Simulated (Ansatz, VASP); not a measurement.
One calculation of Zn2WN3, two programs

```xyz
6
Lattice="5.2877 0.0000 0.0000 -2.6438 4.5793 0.0000 0.0000 0.0000 2.8014" Properties=species:S:1:pos:R:3 pbc="T T T"
Zn    0.0000    3.0528    0.0000
Zn    2.6438    1.5264    0.0000
W     0.0000    0.0000    0.0000
N     2.6438    0.0000    1.4007
N     1.3219    2.2896    1.4007
N    -1.3219    2.2896    1.4007
```

Change from the starting cell: species swapped into the SmAl3Pd2 type (P6/mmm, No. 191).

Alike in both runs: functional PBE; k mesh 6 × 6 × 4; occupations gaussian, width 0.1 eV; collinear spin.

Ansatz relaxed the structure, and its values are those at the end. VASP's run is a single point on that final structure, the one shown.

```csv
,VASP,Ansatz
version,VASP 6.6.1,Ansatz 0.2.0
potentials or method,"VASP PAW PBE potentials, release 64 (Zn, W_sv, N), cutoff 520 eV","scalar-relativistic, plane waves, PAW"
valence electrons in the cell,53,53
```

Ansatz gave:

```
gap on the k mesh at the Fermi level (eV)                     : none
pressure (GPa)                                                : 0.1
net moment per atom (μB)                                      : 0.10
size of the moment on the site where the two differ most (μB) : 1.26
```

Task: Estimate VASP's values.

Result: gap on the k mesh at the Fermi level (eV): none; pressure (GPa): 0.9; net moment per atom (μB): 0.10; size of the moment on the site where the two differ most (μB): 1.36.

Site moments also hang on the region over which each program counts them. A gap of «none» marks a metal or a gap that the smearing closes. Ansatz's warnings: no starting moments.

The k mesh is coarse, so the values compare programs but aren't converged. Spin-orbit coupling is off throughout.
